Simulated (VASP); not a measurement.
Write the native input for VASP 6.6.1 that does the following.

- Task: single point
- Functional: PBEsol
- Potentials or basis: VASP PAW PBE potentials, release 64 (Mo_sv)
- Cutoff: 520 eV
- k mesh: 12 × 12 × 11
- Occupations: fermi-dirac, width 0.15 eV
- Spin: no spin polarisation
- Dipole correction: no
- Further INCAR settings: ALGO = Normal; EDIFF = 1e-07; NBANDS = 13

The structure of Mo lies in POSCAR:

```
Mo
1.0
    2.6891364650      0.0000000000      0.0000000000
   -1.3445731478      2.3288593602      0.0000000000
    0.0000000000      0.0000000000      2.5118634963
Mo
1
Direct
    0.0000000000      0.0000000000      0.5000000000
```

These files were run (other wordings do the same):

INCAR

```
  ALGO = Normal
  EDIFF = 1E-7
  ENCUT = 520
  GGA = PS
  ISIF = 2
  ISMEAR = -1
  LASPH = True
  LCHARG = False
  LREAL = False
  LWAVE = False
  NBANDS = 13
  NELM = 100
  PREC = Accurate
  SIGMA = 0.15
```

KPOINTS

```
k-points
0
Gamma
  12 12 11
```

Potentials or basis: VASP PAW PBE potentials, release 64 (Mo_sv).

Command:

```bash
$ cat potpaw_PBE.64/Mo_sv/POTCAR > POTCAR
$ mpirun -np 1 vasp_std > vasp.out
```

Results of the run:

| Property | Result |
| --- | --- |
| Pressure | 8.4 GPa |
| Band gap on the k mesh | zero (band 7 reaches 13.24 eV, above the bottom of band 8 at 11.24 eV) |

Caveat: the PAW data sets were made with another functional, which shifts forces and pressure a little.

Run time: 21 s on 1 thread of Intel Xeon 8259CL (shared host), peak memory 0.14 GiB.
